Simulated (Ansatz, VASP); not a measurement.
## Two plane-wave programs on GaN

```
Ga N
1.0
     0.00000    5.57438   -5.24317
     4.82756   -2.78719   -5.24317
    -4.82756   -2.78719   -5.24317
Ga N
18 18
Direct
  0.94473 0.27807 0.27807
  0.27807 0.94473 0.27807
  0.94473 0.61140 0.94473
  0.61140 0.61140 0.27807
  0.27807 0.27807 0.94473
  0.94473 0.94473 0.61140
  0.61140 0.94473 0.94473
  0.27807 0.61140 0.61140
  0.61140 0.27807 0.61140
  0.88918 0.88918 0.22251
  0.22251 0.55584 0.22251
  0.88918 0.22251 0.88918
  0.55584 0.22251 0.22251
  0.22251 0.88918 0.88918
  0.88918 0.55584 0.55584
  0.55584 0.55584 0.88918
  0.22251 0.22251 0.55584
  0.55584 0.88918 0.55584
  0.81916 0.15249 0.15249
  0.15249 0.81916 0.15249
  0.81916 0.48582 0.81916
  0.48582 0.48582 0.15249
  0.15249 0.15249 0.81916
  0.81916 0.81916 0.48582
  0.48582 0.81916 0.81916
  0.15249 0.48582 0.48582
  0.48582 0.15249 0.48582
  0.09693 0.09693 0.43027
  0.43027 0.76360 0.43027
  0.09693 0.43027 0.09693
  0.76360 0.43027 0.43027
  0.43027 0.09693 0.09693
  0.09693 0.76360 0.76360
  0.76360 0.76360 0.09693
  0.43027 0.43027 0.76360
  0.76360 0.09693 0.76360
```

Alike in both runs: task single point; functional PBE; k mesh 3 × 3 × 3; occupations gaussian, width 0.01 eV; no spin polarisation.

|  | VASP | Ansatz |
| --- | --- | --- |
| version | VASP 6.6.1 | Ansatz 0.2.0 |
| potentials or method | VASP PAW PBE potentials, release 64 (Ga_d, N), cutoff 520 eV | scalar-relativistic, plane waves, PAW |
| valence electrons in the cell | 324 | 324 |

Ansatz gave:

| Property | Result |
| --- | --- |
| gap on the k mesh at the Fermi level (eV) | 1.71 |
| pressure (GPa) | 0.0 |

What did VASP give for the same quantities?

gap on the k mesh at the Fermi level (eV): 1.72; pressure (GPa): 0.1.

The functional is the same, so the differences come from potentials, cutoffs and numerics.
